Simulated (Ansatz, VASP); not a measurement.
**Be5Te in VASP and in Ansatz**

```xyz
12
Lattice="3.9263 0.0000 0.0000 -1.9632 3.4003 0.0000 0.0000 0.0000 10.8533" Properties=species:S:1:pos:R:3 pbc="T T T"
Be    0.0000    0.0000    0.0000
Be   -1.3056    2.2751    9.0706
Be    0.6599    3.3935    9.0706
Be    1.9632    1.1334    0.0016
Be    0.0000    2.2669   10.8517
Be    0.6457    1.1321    9.0706
Be    2.6089    2.2682    1.7827
Be    0.6576    1.1252    1.7827
Be    2.6231    0.0068    1.7827
Be    0.0000    0.0000    5.4267
Te    1.9632    1.1334    6.8378
Te    0.0000    2.2669    4.0155
```

Alike in both runs: task relaxation of cell and atoms; functional PBE; k mesh 12 × 12 × 4; occupations gaussian, width 0.1 eV; no spin polarisation.

```csv
,VASP,Ansatz
version,VASP 6.6.1,Ansatz 0.2.0
potentials or method,"VASP PAW PBE potentials, release 64 (Be, Te), cutoff 600 eV","scalar-relativistic, plane waves, PAW"
valence electrons in the cell,32,52
```

```csv
,VASP,Ansatz,Ansatz less VASP
"gap on the k mesh at the Fermi level, each at its own relaxed structure (eV)",none,none,-
relaxed volume (Å³/atom),12.06,12.05,-0.015
relaxed length of the cell vector where the two differ most in proportion (Å),10.818,10.811,-0.0064
```

A gap of «none» marks a metal or a gap that the smearing closes. VASP's potentials hold 32 valence electrons a cell and Ansatz's 52, so a difference there can come from the potentials and not from the codes.

Spin-orbit coupling is off throughout.
